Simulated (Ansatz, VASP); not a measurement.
TlBr in VASP and in Ansatz

```
Tl Br
1.0
     3.99491    0.00000    0.00000
     0.00000    3.99491    0.00000
     0.00000    0.00000    3.99491
Tl Br
1 1
Direct
  0.00000 0.00000 0.00000
  0.50000 0.50000 0.50000
```

Alike in both runs: task single point; functional PBE; k mesh 6 × 6 × 6; no spin polarisation.

|  | VASP | Ansatz |
| --- | --- | --- |
| version | VASP 6.6.1 | Ansatz 0.2.0 |
| potentials or method | VASP PAW PBE potentials, release 64 (Tl_d, Br) | plane waves, PAW |
| plane-wave cutoff (eV) | 500 | 420 |
| occupations | gaussian, width 0.01 eV | fixed |
| valence electrons in the cell | 20 | 20 |

Ansatz gave:

| Quantity | Value |
| --- | --- |
| gap on the k mesh at the Fermi level (eV) | 1.88 |
| pressure (GPa) | 1.0 |

Task: What did VASP give for the same quantities?

Result: gap on the k mesh at the Fermi level (eV): 1.89; pressure (GPa): 0.9.

Neither program's run includes spin-orbit coupling.
